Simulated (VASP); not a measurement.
# TaN (P6_3mc) in VASP: a series of runs

Runs on TaN. Level: LDA. Tasks: vibrations by perturbation theory.

Everything below comes from runs of VASP 6.6.1. Logs are shortened: lines on timing, memory, paths and dates and some standing lists are left out, and cuts for length are marked.

## Step 1: The cell of the first run

It takes space group P6_3mc (No. 186, hexagonal). Conventional cell: a = 3.088 Å, b = 3.088 Å, c = 5.980 Å, α = 90.00°, β = 90.00°, γ = 120.00°. Within 2.6 Å of Ta (site symmetry 3m) lie 4 N at 1.95 to 2.07 Å. N (site symmetry 3m) has 4 Ta at 1.95 to 2.07 Å within 2.6 Å.

## Step 2: Vibrations by perturbation theory, LDA (volume scaled by 0.985)

File INCAR:

```
PREC = Accurate
ENCUT = 520
EDIFF = 1E-8
ISMEAR = -1
SIGMA = 0.1
LREAL = False
LASPH = True
NELM = 60
ALGO = Normal
ISIF = 2
LWAVE = False
LCHARG = False
GGA = CA
IBRION = 8
NSW = 1
```

File KPOINTS:

```
regular mesh
0
Gamma
  12 12 8
```

File POSCAR:

```
TaN
1.0
    3.0883444846      0.0000000000      0.0000000000
   -1.5441722423      2.6745847793      0.0000000000
    0.0000000000      0.0000000000      5.9799797502
Ta N
2 2
Direct
    0.3333333333      0.6666666667      0.0296513017
    0.6666666667      0.3333333333      0.5296513017
    0.3333333333      0.6666666667      0.3553486983
    0.6666666667      0.3333333333      0.8553486983
```

Potentials or basis: VASP PAW LDA potentials, release 64 (Ta_pv, N).

The run is started by

```console
$ cat potpaw_LDA.64/Ta_pv/POTCAR potpaw_LDA.64/N/POTCAR > POTCAR
$ mpirun -np 1 vasp_std > vasp.out
```

OUTCAR:

```text
PREC = Accurate
   ENCUT = 520
   EDIFF = 1E-8
   ISMEAR = -1
   LREAL = False
   LASPH = True
   NELM = 60
   ISIF = 2
   GGA = CA
   IBRION = 8
   NSW = 1

 ion  position               nearest neighbor table
   1  0.333  0.667  0.030-   3 1.95   4 2.07   4 2.07   4 2.07   2 3.48   2 3.48   2 3.48   2 3.48
                             2 3.48   2 3.48
   2  0.667  0.333  0.530-   4 1.95   3 2.07   3 2.07   3 2.07   1 3.48   1 3.48   1 3.48   1 3.48
                             1 3.48   1 3.48
   3  0.333  0.667  0.355-   1 1.95   2 2.07   2 2.07   2 2.07
   4  0.667  0.333  0.855-   2 1.95   1 2.07   1 2.07   1 2.07

  LATTYP: Found a hexagonal cell.
 ALAT       =     3.0883444846
 C/A-ratio  =     1.9363059335

  Lattice vectors:

 A1 = (   3.0883444846,   0.0000000000,   0.0000000000)
 A2 = (  -1.5441722423,   2.6745847793,   0.0000000000)
 A3 = (   0.0000000000,   0.0000000000,   5.9799797502)

Analysis of symmetry for initial positions (statically):
=====================================================================
 Subroutine PRICEL returns:
 Original cell was already a primitive cell.

 Routine SETGRP: Setting up the symmetry group for a
 hexagonal supercell.

 Subroutine GETGRP returns: Found 12 space group operations
 (whereof  6 operations were pure point group operations)
 out of a pool of 24 trial point group operations.

The static configuration has the point symmetry C_3v.
 The point group associated with its full space group is C_6v.

Analysis of symmetry for dynamics (positions and initial velocities):
=====================================================================
 Subroutine PRICEL returns:
 Original cell was already a primitive cell.

 Routine SETGRP: Setting up the symmetry group for a
 hexagonal supercell.

 Subroutine GETGRP returns: Found 12 space group operations
 (whereof  6 operations were pure point group operations)
 out of a pool of 24 trial point group operations.

The dynamic configuration has the point symmetry C_3v.
 The point group associated with its full space group is C_6v.

 Subroutine INISYM returns: Found 12 space group operations
 (whereof  6 operations are pure point group operations),
 and found     1 'primitive' translations

----------------------------------------------------------------------------------------

                                     Primitive cell

  volume of cell :      49.3949

  direct lattice vectors                    reciprocal lattice vectors
     3.088344485  0.000000000  0.000000000     0.323798075  0.186944906  0.000000000
    -1.544172242  2.674584779  0.000000000     0.000000000  0.373889812  0.000000000
     0.000000000  0.000000000  5.979979750     0.000000000  0.000000000  0.167224647

  length of vectors
     3.088344485  3.088344485  5.979979750     0.373889812  0.373889812  0.167224647

  position of ions in fractional coordinates (direct lattice)
     0.333333333  0.666666667  0.029651302
     0.666666667  0.333333333  0.529651302
     0.333333333  0.666666667  0.355348698
     0.666666667  0.333333333  0.855348698

  ion indices of the primitive-cell ions
   primitive index   ion index
[... 123 lines left out ...]

  energy without entropy =      -47.49896219  energy(sigma->0) =      -47.51416545

 E-fermi :   6.8664     XC(G=0): -12.6685

 val. band max:        6.8640305673   @ k =   0.3333   0.2500   0.1250
 cond. band min:       6.9120708179   @ k =   0.3333   0.3333   0.1250
 fundamental gap:      0.0480402506
 Fermi energy:         6.8663737837

 k-point     1 :       0.0000    0.0000    0.0000
  band No.  band energies     occupation
      1     -28.5304      2.00000
      2     -28.0995      2.00000
      3     -27.7975      2.00000
      4     -27.7975      2.00000
      5     -27.7610      2.00000
      6     -27.7610      2.00000
[... 541 lines left out ...]
     19       9.1807      0.00000
     20       9.3876      0.00000

 [... further k-points ...]

------------------------ aborting loop because EDIFF is reached ----------------------------------------

  FORCE on cell =-STRESS in cart. coord.  units (eV):
  Direction    XX          YY          ZZ          XY          YZ          ZX
  --------------------------------------------------------------------------------------
  -------------------------------------------------------------------------------------
  Total        1.6398870      1.6398870      2.3234099     -0.0000000      0.0000000      0.0000000
  in kB       53.1915546     53.1915546     75.3623796     -0.0000000      0.0000000      0.0000000
  external PRESSURE =      60.5818296 kB  Pullay stress =       0.0000000 kB

 VOLUME and BASIS-vectors are now :
 -----------------------------------------------------------------------------
  energy-cutoff  :      520.00
  volume of cell :       49.39
      direct lattice vectors                 reciprocal lattice vectors
     3.088344485  0.000000000  0.000000000     0.323798075  0.186944906  0.000000000
    -1.544172242  2.674584779  0.000000000     0.000000000  0.373889812  0.000000000
     0.000000000  0.000000000  5.979979750     0.000000000  0.000000000  0.167224647

 POSITION                                       TOTAL-FORCE (eV/Angst)
 -----------------------------------------------------------------------------------
     -0.00000      1.78306      0.17731        -0.000000      0.000000     -0.020565
      1.54417      0.89153      3.16730         0.000000     -0.000000     -0.020565
     -0.00000      1.78306      2.12498         0.000000     -0.000000      0.020565
      1.54417      0.89153      5.11497        -0.000000      0.000000      0.020565
 -----------------------------------------------------------------------------------
    total drift:                               -0.000000      0.000000     -0.000516

  FREE ENERGIE OF THE ION-ELECTRON SYSTEM (eV)
  ---------------------------------------------------
  free  energy   TOTEN  =       -47.5293687132 eV

  energy  without entropy=      -47.4989621856  energy(sigma->0) =      -47.51416545

[... ionic steps 2 to 9 ...]

--------------------------------------- Ionic step       10  -------------------------------------------

------------------------ aborting loop because EDIFF is reached ----------------------------------------

[... ionic steps 11 to 11 ...]

--------------------------------------- Ionic step       12  -------------------------------------------

 Free energy of the ion-electron system (eV)
  ---------------------------------------------------
  ---------------------------------------------------
  free energy    TOTEN  =        -0.25661056 eV

  energy without entropy =       -0.25658924

------------------------ aborting loop because EDIFF is reached ----------------------------------------

 INTERNAL STRAIN TENSOR  FOR ION    3  DIRECTION 3   (eV/Angst):
 -----------------------------------------------------------------------------
    11.01683  0.00000 -0.00000
     0.00000 11.01683 -0.00000
     0.00000 -0.00000-23.68823

 INTERNAL STRAIN TENSOR FOR ION    4 for displacements in x,y,z  (eV/Angst):
          X           Y           Z          XY          YZ          ZX
  --------------------------------------------------------------------------------
  x     0.00000     0.00000     0.00000     9.16591     0.00000     8.87512
  y     9.16591    -9.16591     0.00000     0.00000     8.33219    -0.00000
  z    11.01683    11.01683   -23.68823     0.00000     0.00000     0.00000

 SECOND DERIVATIVES (NOT SYMMETRIZED)
 ------------------------------------
               1X          1Y          1Z          2X          2Y          2Z          3X          3Y          3Z          4X          4Y          4Z
  1X   -13.280421    0.000000    0.000000    0.256490    0.000000   -0.000000    2.314856    0.000000    0.000000   10.709074    0.000000    0.000000
  1Y     0.000000  -13.280421    0.000000    0.000000    0.256490    0.000000    0.000000    2.314856    0.000000    0.000000   10.709074    0.000000
  1Z     0.000000    0.000000  -29.509579   -0.000000    0.000000    5.770764    0.000000    0.000000   18.911503    0.000000    0.000000    4.827312
  2X     0.256490   -0.000000    0.000000  -13.280421    0.000000    0.000000   10.709074    0.000000    0.000000    2.314856   -0.000000    0.000000
  2Y     0.000000    0.256490    0.000000   -0.000000  -13.280421   -0.000000    0.000000   10.709074   -0.000000    0.000000    2.314856    0.000000
  2Z     0.000000    0.000000    5.770764    0.000000   -0.000000  -29.509579    0.000000    0.000000    4.827312    0.000000    0.000000   18.911503
  3X     2.297163   -0.000000   -0.000000   10.705105    0.000000    0.000000  -10.273558    0.000000    0.000000   -2.728710    0.000000    0.000000
  3Y     0.000000    2.297163    0.000000    0.000000   10.705105    0.000000    0.000000  -10.273558    0.000000   -0.000000   -2.728710    0.000000
  3Z    -0.000000   -0.000000   19.077148    0.000000    0.000000    4.670387    0.000000    0.000000  -21.982002   -0.000000   -0.000000   -1.765532
  4X    10.705105    0.000000    0.000000    2.297163    0.000000    0.000000   -2.728710   -0.000000    0.000000  -10.273558    0.000000   -0.000000
  4Y    -0.000000   10.705105   -0.000000    0.000000    2.297163   -0.000000   -0.000000   -2.728710    0.000000   -0.000000  -10.273558    0.000000
  4Z     0.000000   -0.000000    4.670387   -0.000000    0.000000   19.077148    0.000000    0.000000   -1.765532    0.000000    0.000000  -21.982002

 Eigenvectors and eigenvalues of the dynamical matrix
 ----------------------------------------------------

   1 f  =   21.132863 THz   132.781697 2PiTHz  704.916449 cm-1    87.398461 meV
             X         Y         Z           dx          dy          dz
     -0.000000  1.783057  0.177314     0.000000    0.000000   -0.189465
      1.544172  0.891528  3.167304     0.000000    0.000000   -0.189465
     -0.000000  1.783057  2.124978    -0.000000    0.000000    0.681251
      1.544172  0.891528  5.114968    -0.000000   -0.000000    0.681251
[... 71 lines left out ...]
  12 f/i=    0.003363 THz     0.021130 2PiTHz    0.112176 cm-1     0.013908 meV
             X         Y         Z           dx          dy          dz
     -0.000000  1.783057  0.177314     0.349665    0.584610    0.000000
      1.544172  0.891528  3.167304     0.349665    0.584610    0.000000
     -0.000000  1.783057  2.124978     0.097346    0.162754    0.000000
      1.544172  0.891528  5.114968     0.097346    0.162754    0.000000

--------------------------------------------------------------------------------------------------------

 ELASTIC MODULI CONTR FROM IONIC RELAXATION (kBar)
 Direction    XX          YY          ZZ          XY          YZ          ZX
 --------------------------------------------------------------------------------
 XX       -1085.0084    428.0906    706.6080      0.0000      0.0000      0.0000
 YY         428.0906  -1085.0084    706.6080     -0.0000     -0.0000     -0.0000
 ZZ         706.6080    706.6080  -1520.1139     -0.0000      0.0000     -0.0000
 XY           0.0000     -0.0000     -0.0000   -756.5495     -0.0000     -0.0000
 YZ           0.0000     -0.0000      0.0000     -0.0000   -293.8721     -0.0000
 ZX           0.0000     -0.0000     -0.0000     -0.0000     -0.0000   -383.5638
 --------------------------------------------------------------------------------
```

It took 16 min on 1 thread of Intel Xeon 6975P-C (Granite Rapids), shared host; peak memory 1.1 GiB.

Results:

- Highest phonon frequency at Γ, LO-TO splitting left out: 705 cm⁻¹

Phonon frequencies in cm⁻¹ (negative: imaginary):
```
              q point                              frequencies
(0.000, 0.000, 0.000)  0 0 0 76 76 191 401 401 522 522 640 705
```

Caveat: the cell differs from its parent crystal (volume scaled by 0.985); the cell wasn't relaxed at this level first, which shifts response properties; spin-orbit coupling is left out, which moves the levels of the heavy elements.

## Step 3: Vibrations by perturbation theory, LDA

This run uses another cell than the first one, of 12.54 Å³/atom, 1.015 times its volume.

File INCAR:

```
  PREC = Accurate
  ENCUT = 520
  EDIFF = 1E-8
  ISMEAR = -1
  SIGMA = 0.1
  LREAL = F
  LASPH = T
  NELM = 100
  ALGO = Normal
  ISIF = 2
  LWAVE = F
  LCHARG = F
  GGA = CA
  IBRION = 8
  NSW = 1
```

File KPOINTS:

```
Automatic mesh
0
Gamma
  12 12 8
```

File POSCAR:

```
TaN
1.0
    3.1039424486      0.0000000000      0.0000000000
   -1.5519712243      2.6880930123      0.0000000000
    0.0000000000      0.0000000000      6.0101821805
Ta N
2 2
Direct
    0.3333333333      0.6666666667      0.0296820261
    0.6666666667      0.3333333333      0.5296820261
    0.3333333333      0.6666666667      0.3553179739
    0.6666666667      0.3333333333      0.8553179739
```

Potentials or basis: VASP PAW LDA potentials, release 64 (Ta_pv, N).

The run is started by

```console
$ cat potpaw_LDA.64/Ta_pv/POTCAR potpaw_LDA.64/N/POTCAR > POTCAR
$ mpirun -np 1 vasp_std > vasp.out
```

OUTCAR:

```text
PREC = Accurate
   ENCUT = 520
   EDIFF = 1E-8
   ISMEAR = -1
   LREAL = F
   LASPH = T
   NELM = 100
   ISIF = 2
   GGA = CA
   IBRION = 8
   NSW = 1

 ion  position               nearest neighbor table
   1  0.333  0.667  0.030-   3 1.96   4 2.08   4 2.08   4 2.08   2 3.50   2 3.50   2 3.50   2 3.50
                             2 3.50   2 3.50
   2  0.667  0.333  0.530-   4 1.96   3 2.08   3 2.08   3 2.08   1 3.50   1 3.50   1 3.50   1 3.50
                             1 3.50   1 3.50
   3  0.333  0.667  0.355-   1 1.96   2 2.08   2 2.08   2 2.08
   4  0.667  0.333  0.855-   2 1.96   1 2.08   1 2.08   1 2.08

  LATTYP: Found a hexagonal cell.
 ALAT       =     3.1039424486
[... 822 lines left out ...]
  1Z    -0.000000    0.000000  -28.014401    0.000000   -0.000000    5.650181   -0.000000    0.000000   17.845156    0.000000    0.000000    4.519063
  2X     0.227780    0.000000   -0.000000  -12.636308    0.000000    0.000000   10.032707    0.000000   -0.000000    2.375820   -0.000000    0.000000
  2Y     0.000000    0.227780    0.000000    0.000000  -12.636308   -0.000000    0.000000   10.032707   -0.000000   -0.000000    2.375820   -0.000000
  2Z     0.000000    0.000000    5.650181    0.000000    0.000000  -28.014401    0.000000    0.000000    4.519063    0.000000    0.000000   17.845156
  3X     2.374188   -0.000000    0.000000   10.032633    0.000000   -0.000000   -9.738249    0.000000    0.000000   -2.668572    0.000000    0.000000
  3Y    -0.000000    2.374188    0.000000    0.000000   10.032633    0.000000    0.000000   -9.738249    0.000000    0.000000   -2.668572    0.000000
  3Z     0.000000   -0.000000   18.007120    0.000000    0.000000    4.360526    0.000000    0.000000  -20.600876    0.000000    0.000000   -1.766770
  4X    10.032633   -0.000000    0.000000    2.374188   -0.000000    0.000000   -2.668572    0.000000   -0.000000   -9.738249    0.000000    0.000000
  4Y     0.000000   10.032633    0.000000    0.000000    2.374188   -0.000000   -0.000000   -2.668572    0.000000   -0.000000   -9.738249    0.000000
  4Z    -0.000000    0.000000    4.360526   -0.000000    0.000000   18.007120    0.000000    0.000000   -1.766770    0.000000    0.000000  -20.600876

 Eigenvectors and eigenvalues of the dynamical matrix
 ----------------------------------------------------

   1 f  =   20.509854 THz   128.867212 2PiTHz  684.135082 cm-1    84.821901 meV
             X         Y         Z           dx          dy          dz
     -0.000000  1.792062  0.178394    -0.000000    0.000000   -0.189484
      1.551971  0.896031  3.183485    -0.000000    0.000000   -0.189484
     -0.000000  1.792062  2.135526     0.000000   -0.000000    0.681246
      1.551971  0.896031  5.140617     0.000000   -0.000000    0.681246
[... 71 lines left out ...]
  12 f/i=    0.000406 THz     0.002549 2PiTHz    0.013530 cm-1     0.001678 meV
             X         Y         Z           dx          dy          dz
     -0.000000  1.792062  0.178394     0.000000   -0.000000   -0.681246
      1.551971  0.896031  3.183485     0.000000   -0.000000   -0.681246
     -0.000000  1.792062  2.135526     0.000000   -0.000000   -0.189484
      1.551971  0.896031  5.140617     0.000000   -0.000000   -0.189484

--------------------------------------------------------------------------------------------------------

 ELASTIC MODULI CONTR FROM IONIC RELAXATION (kBar)
 Direction    XX          YY          ZZ          XY          YZ          ZX
 --------------------------------------------------------------------------------
 XX        -960.0248    365.3182    644.5994      0.0000      0.0000      0.0000
 YY         365.3182   -960.0248    644.5994     -0.0000      0.0000     -0.0000
 ZZ         644.5994    644.5994  -1397.3559      0.0000      0.0000      0.0000
 XY           0.0000     -0.0000      0.0000   -662.6715      0.0000      0.0000
 YZ           0.0000      0.0000      0.0000      0.0000   -247.0524      0.0000
 ZX           0.0000     -0.0000      0.0000      0.0000      0.0000   -330.9546
 --------------------------------------------------------------------------------
```

Wall time 30 min (1 thread of Intel Xeon Platinum 8175M at 2.50GHz (Skylake/Cascade Lake), shared host); peak memory 1.1 GiB.

Results:

- Highest phonon frequency at Γ, LO-TO splitting left out: 684 cm⁻¹

Phonon frequencies in cm⁻¹ (negative: imaginary):
| q point | frequencies |
| --- | --- |
| (0.000, 0.000, 0.000) | 0 0 0 79 79 186 388 388 510 510 618 684 |

Caveat: the cell wasn't relaxed at this level first, which shifts response properties; spin-orbit coupling is left out, which moves the levels of the heavy elements.
